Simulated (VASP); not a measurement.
# BN (Aem2) in VASP: single point with PBE

Aim: the single point of BN with PBE.

Everything below comes from runs of VASP 6.6.1. Logs are shortened: lines on timing, memory, paths and dates and some standing lists are left out, and cuts for length are marked.

## 1. The cell of the first run

Symmetry: Aem2, No. 39, orthorhombic system. Conventional cell: a = 2.622 Å, b = 5.003 Å, c = 7.200 Å, α = 90.00°, β = 90.00°, γ = 90.00°. Within 2.1 Å of B (site symmetry m) lie 4 N at 1.54 to 1.79 Å. Within 1.8 Å of B (site symmetry 2) lie 4 N at 1.34 to 1.79 Å. Within 1.8 Å of N (site symmetry 2) lie 4 B at 1.34 to 1.62 Å. N (site symmetry m) has 4 B at 1.54 to 1.79 Å within 2.1 Å.

## 2. Single point, PBE

The input, INCAR:

```
SYSTEM = BN
  PREC = Accurate
  ENCUT = 520
  EDIFF = 1E-6
  ISMEAR = 0
  SIGMA = 0.1
  LREAL = .FALSE.
  LASPH = .TRUE.
  NELM = 60
  ALGO = Normal
  ISIF = 2
  LWAVE = .FALSE.
  LCHARG = .FALSE.
  GGA = PE
  NBANDS = 26
```

The input, KPOINTS:

```
Automatic mesh
0
G
  6 4 4
  0 0 0
```

The input, POSCAR:

```
BN
1.0
    2.6215637300      0.0000000000      0.0000000000
    0.0000000000      2.5014234500      3.6000020700
    0.0000000000     -2.5014234500      3.6000020700
B N
4 4
Direct
    0.9891661000      0.4828117700      0.9828117700
    0.0108339000      0.9828117700      0.4828117700
    0.5000000000      0.0511756600      0.0511756600
    0.5000000000      0.5511756600      0.5511756600
    0.0000000000      0.0908320400      0.0908320400
    0.0000000000      0.5908320400      0.5908320400
    0.4294384800      0.6251805400      0.1251805400
    0.5705615200      0.1251805400      0.6251805400
```

Potentials or basis: VASP PAW PBE potentials, release 64 (B, N).

Started as:

```console
$ cat potpaw_PBE.64/B/POTCAR potpaw_PBE.64/N/POTCAR > POTCAR
$ mpirun -np 1 vasp_std > vasp.out
```

OUTCAR:

```text
SYSTEM = BN
   PREC = Accurate
   ENCUT = 520
   EDIFF = 1E-6
   ISMEAR = 0
   LREAL = .FALSE.
   LASPH = .TRUE.
   NELM = 60
   ISIF = 2
   GGA = PE

 ion  position               nearest neighbor table
   1  0.989  0.483  0.983-   7 1.54   6 1.62   5 1.62   7 1.79
   2  0.011  0.983  0.483-   8 1.54   6 1.62   5 1.62   8 1.79
   3  0.500  0.051  0.051-   5 1.34   5 1.34   8 1.79   7 1.79
   4  0.500  0.551  0.551-   6 1.34   6 1.34   8 1.79   7 1.79
   5  0.000  0.091  0.091-   3 1.34   3 1.34   1 1.62   2 1.62
   6  0.000  0.591  0.591-   4 1.34   4 1.34   1 1.62   2 1.62
   7  0.429  0.625  0.125-   1 1.54   1 1.79   3 1.79   4 1.79
   8  0.571  0.125  0.625-   2 1.54   2 1.79   4 1.79   3 1.79

  LATTYP: Found a base centered orthorhombic cell.
 ALAT       =     5.0028469000
 B/A-ratio  =     1.4391813869
 C/A-ratio  =     0.5240143827

  Lattice vectors:

 A1 = (   0.0000000000,   2.5014234500,  -3.6000020700)
 A2 = (   0.0000000000,   2.5014234500,   3.6000020700)
 A3 = (   2.6215637300,   0.0000000000,   0.0000000000)

Analysis of symmetry for initial positions (statically):
=====================================================================
 Subroutine PRICEL returns:
 Original cell was already a primitive cell.

 Routine SETGRP: Setting up the symmetry group for a
 base centered orthorhombic supercell.

 Subroutine GETGRP returns: Found  4 space group operations
 (whereof  2 operations were pure point group operations)
 out of a pool of  8 trial point group operations.

The static configuration has the point symmetry C_2 .
 The point group associated with its full space group is C_2v.

Analysis of symmetry for dynamics (positions and initial velocities):
=====================================================================
 Subroutine PRICEL returns:
 Original cell was already a primitive cell.

 Routine SETGRP: Setting up the symmetry group for a
 base centered orthorhombic supercell.

 Subroutine GETGRP returns: Found  4 space group operations
 (whereof  2 operations were pure point group operations)
 out of a pool of  8 trial point group operations.

The dynamic configuration has the point symmetry C_2 .
 The point group associated with its full space group is C_2v.

 Subroutine INISYM returns: Found  4 space group operations
 (whereof  2 operations are pure point group operations),
 and found     1 'primitive' translations

----------------------------------------------------------------------------------------

                                     Primitive cell

  volume of cell :      47.2150

  direct lattice vectors                    reciprocal lattice vectors
     2.621563730  0.000000000  0.000000000     0.381451722  0.000000000  0.000000000
     0.000000000  2.501423450  3.600002070     0.000000000  0.199886189  0.138888809
     0.000000000 -2.501423450  3.600002070     0.000000000 -0.199886189  0.138888809

  length of vectors
     2.621563730  4.383735186  4.383735186     0.381451722  0.243402115  0.243402115

  position of ions in fractional coordinates (direct lattice)
     0.989166100  0.482811770  0.982811770
     0.010833900  0.982811770  0.482811770
     0.500000000  0.051175660  0.051175660
     0.500000000  0.551175660  0.551175660
     0.000000000  0.090832040  0.090832040
     0.000000000  0.590832040  0.590832040
     0.429438480  0.625180540  0.125180540
     0.570561520  0.125180540  0.625180540

  ion indices of the primitive-cell ions
   primitive index   ion index
                 1           1
                 2           2
                 3           3
                 4           4
                 5           5
                 6           6
                 7           7
                 8           8

----------------------------------------------------------------------------------------

 KPOINTS: Automatic mesh

Automatic generation of k-mesh.
 Grid dimensions read from file:
 generate k-points for:    6    4    4

 Generating k-lattice:

  Cartesian coordinates                     Fractional coordinates (reciprocal lattice)
     0.063575287  0.000000000  0.000000000     0.166666667  0.000000000  0.000000000
     0.000000000  0.049971547  0.034722202     0.000000000  0.250000000 -0.000000000
     0.000000000 -0.049971547  0.034722202     0.000000000 -0.000000000  0.250000000

  Length of vectors
     0.063575287  0.060850529  0.060850529

  Shift w.r.t. Gamma in fractional coordinates (k-lattice)
     0.000000000  0.000000000  0.000000000

 Subroutine IBZKPT returns following result:
 ===========================================

 Found     28 irreducible k-points:

 Following reciprocal coordinates:
            Coordinates               Weight
  0.000000  0.000000  0.000000      1.000000
  0.166667  0.000000  0.000000      2.000000
  0.333333  0.000000  0.000000      2.000000
  0.500000  0.000000  0.000000      1.000000
  0.000000  0.250000 -0.000000      4.000000
  0.166667  0.250000 -0.000000      8.000000
[... 16 lines left out ...]
  0.333333 -0.250000  0.250000      4.000000
  0.500000 -0.250000  0.250000      2.000000
 [... further k-points ...]
   k-points           NKPTS =     28   k-points in BZ     NKDIM =     28   number of bands    NBANDS=     26
   number of dos      NEDOS =    301   number of ions     NIONS =      8
   total plane-waves  NPLWV =  25920
   dimension x,y,z NGX =    20 NGY =   36 NGZ =   36
   dimension x,y,z NGXF=    40 NGYF=   72 NGZF=   72
   ions per type =               4   4
   NGX,Y,Z   is equivalent  to a cutoff of  12.68, 13.65, 13.65 a.u.
   NGXF,Y,Z  is equivalent  to a cutoff of  25.37, 27.30, 27.30 a.u.
 SYSTEM =  BN
   PREC   = accura    normal or accurate (medium, high low for compatibility)
   ISTART =      0    job   : 0-new  1-cont  2-samecut
   ICHARG =      2    charge: 1-file 2-atom 10-const
   ISPIN  =      1    spin polarized calculation?
   LNONCOLLINEAR =      F non collinear calculations
   LSORBIT =      F    spin-orbit coupling
   LASPH  =      T    aspherical Exc in radial PAW
   ENCUT  =  520.0 eV  38.22 Ry    6.18 a.u.   4.87  8.15  8.15*2*pi/ulx,y,z
   NELM   =     60;   NELMIN=  2; NELMDL= -5     # of ELM steps
   EDIFF  = 0.1E-05   stopping-criterion for ELM
   LREAL  =      F    real-space projection
   EDIFFG = 0.1E-04   stopping-criterion for IOM
   NSW    =      0    number of steps for IOM
   IBRION =     -1    ionic relax: 0-MD 1-quasi-New 2-CG
   NFREE  =      0    steps in history (QN), initial steepest desc. (CG)
   ISIF   =      2    stress and relaxation
   ISYM   =      2    0-nonsym 1-usesym 2-fastsym
   POTIM  = 0.5000    time-step for ionic-motion
   TEBEG  =    0.0;   TEEND  =   0.0 temperature during run
   PSTRESS=    0.0 pullay stress
   NELECT =      32.0000    total number of electrons
   NUPDOWN=      -1.0000    fix difference up-down
   EMIN   =  10.00;   EMAX   =-10.00  energy-range for DOS
   EFERMI =   0.00;   METHOD = LEGACY
   ISMEAR =     0;   SIGMA  =   0.10  broadening in eV -4-tet -1-fermi 0-gaus
   EFERMI_NEDOS =   21; number of points for ismear=-14 and -15
   IALGO  =     38    algorithm
   IMIX   =      4    mixing-type and parameters
     AMIX     =   0.40;   BMIX     =  1.00
     AMIX_MAG =   1.60;   BMIX_MAG =  1.00
  volume/ion in A,a.u.               =       5.90        39.83
  Fermi-wavevector in a.u.,A,eV,Ry     =   1.438019  2.717462 28.135478  2.067899
  Thomas-Fermi vector in A             =   2.557032
   LORBIT       =      0    0 simple, 1 ext, 2 COOP (PROOUT), +10 PAW based schemes
   GGA     = PE    functional components
   LHFCALC =     F    Hartree Fock is set to
   AEXX    =    0.0000 exact exchange contribution
   IVDW    =     0    specifies the selected vdW correction
   LEPSILON=     F    determine dielectric tensor
   LRPA    =     F    only Hartree local field effects (RPA)
 non-spin polarized calculation
 Gauss-broadening in eV      SIGMA  =   0.10
  energy-cutoff  :      520.00
  volume of cell :       47.22
 maximum number of plane-waves:      1285
 NGX is ok and might be reduce to    20
   NGX =  9   NGY = 17   NGZ = 17

 number of electron      31.9999997 magnetization

 Free energy of the ion-electron system (eV)
  ---------------------------------------------------
  ext. energy  EPLUGINS =         0.00000000
  ---------------------------------------------------
  free energy    TOTEN  =       -59.54837123 eV

  energy without entropy =      -59.54586219  energy(sigma->0) =      -59.54711671

 E-fermi :   9.3371     XC(G=0): -12.8894

 val. band max:        9.1613602526   @ k =   0.3333   0.0000   0.0000
 cond. band min:       9.3377455206   @ k =   0.5000   0.5000   0.2500
 fundamental gap:      0.1763852681
 Fermi energy:         9.3370841407

 k-point     1 :       0.0000    0.0000    0.0000
  band No.  band energies     occupation
      1     -13.6230      2.00000
      2     -10.4659      2.00000
      3      -6.4966      2.00000
      4      -6.3517      2.00000
      5      -4.6676      2.00000
      6      -1.9689      2.00000
[... 18 lines left out ...]
     25      17.3858      0.00000
     26      18.1573      0.00000

 k-point     2 :       0.1667    0.0000    0.0000
  band No.  band energies     occupation
      1     -13.2807      2.00000
      2     -10.2991      2.00000
      3      -6.5277      2.00000
      4      -6.0910      2.00000
      5      -4.2100      2.00000
      6      -2.2475      2.00000
[... 18 lines left out ...]
     25      17.6273      0.00000
     26      19.4670      0.00000

 k-point     3 :       0.3333    0.0000    0.0000
  band No.  band energies     occupation
      1     -12.3773      2.00000
      2      -9.9283      2.00000
      3      -7.3855      2.00000
      4      -5.2864      2.00000
      5      -2.8756      2.00000
      6      -2.4078      2.00000
[... 572 lines left out ...]
 k-point    23 :       0.3333   -0.2500    0.2500
  band No.  band energies     occupation
      1     -11.4989      2.00000
      2     -11.0784      2.00000
      3      -6.9011      2.00000
      4      -6.4380      2.00000
      5      -3.7858      2.00000
      6      -2.3052      2.00000
[... 18 lines left out ...]
     25      19.6635      0.00000
     26      19.9847      0.00000

 k-point    24 :       0.5000   -0.2500    0.2500
  band No.  band energies     occupation
      1     -10.9186      2.00000
      2     -10.6991      2.00000
      3      -7.3005      2.00000
      4      -5.8849      2.00000
      5      -4.5003      2.00000
      6      -2.2396      2.00000
[... 18 lines left out ...]
     25      20.3003      0.00000
     26      20.6490      0.00000

 [... further k-points ...]
[... 5 lines left out ...]
  --------------------------------------------------------------------------------------
  -------------------------------------------------------------------------------------
  Total       20.7888555     13.9738335     -4.2124825      0.0000000      0.0000000      0.0000000
  in kB      705.4411361    474.1827632   -142.9447835      0.0000000      0.0000000      0.0000000
  external PRESSURE =     345.5597053 kB  Pullay stress =       0.0000000 kB

 VOLUME and BASIS-vectors are now :
 -----------------------------------------------------------------------------
  energy-cutoff  :      520.00
  volume of cell :       47.22
      direct lattice vectors                 reciprocal lattice vectors
     2.621563730  0.000000000  0.000000000     0.381451722  0.000000000  0.000000000
     0.000000000  2.501423450  3.600002070     0.000000000  0.199886189  0.138888809
     0.000000000 -2.501423450  3.600002070     0.000000000 -0.199886189  0.138888809

 POSITION                                       TOTAL-FORCE (eV/Angst)
 -----------------------------------------------------------------------------------
      2.59316     -1.25071      5.27625        -1.181163      0.000000      5.045726
      0.02840      1.25071      5.27625         1.181163      0.000000      5.045726
      1.31078      0.00000      0.36846         0.000000      0.000000    -12.318898
      1.31078      0.00000      3.96847         0.000000      0.000000    -12.318898
      0.00000      0.00000      0.65399         0.000000      0.000000      9.761455
      0.00000      0.00000      4.25399         0.000000      0.000000      9.761455
      1.12580      1.25071      2.70130         3.003160      0.000000     -2.488283
      1.49576     -1.25071      2.70130        -3.003160      0.000000     -2.488283
 -----------------------------------------------------------------------------------
    total drift:                               -0.000000     -0.000000     -0.000155

  FREE ENERGIE OF THE ION-ELECTRON SYSTEM (eV)
  ---------------------------------------------------
  free  energy   TOTEN  =       -59.5483712275 eV

  energy  without entropy=      -59.5458621915  energy(sigma->0) =      -59.54711671
```

It took 16 s on 1 thread of Intel Xeon 6975P-C (Granite Rapids), shared host; peak memory 0.16 GiB.

Results:

| Quantity | Value |
| --- | --- |
| Free energy | -59.5484 eV |
| Pressure | 34.6 GPa |
| Largest force | 12.319 eV/Å |
| Band gap on the k mesh | zero (band 16 reaches 9.74 eV, above the bottom of band 17 at 8.60 eV) |

Forces in eV/Å, atoms in the order of the input:
```
B    -1.181   0.000   5.046
B     1.181   0.000   5.046
B     0.000   0.000 -12.319
B     0.000   0.000 -12.319
N     0.000   0.000   9.761
N     0.000   0.000   9.761
N     3.003   0.000  -2.488
N    -3.003   0.000  -2.488
```

Caveat: the k points lie up to 0.40 Å⁻¹ apart; forces of over 1 eV/Å act on the atoms, so gaps and moduli don't describe the material at rest.
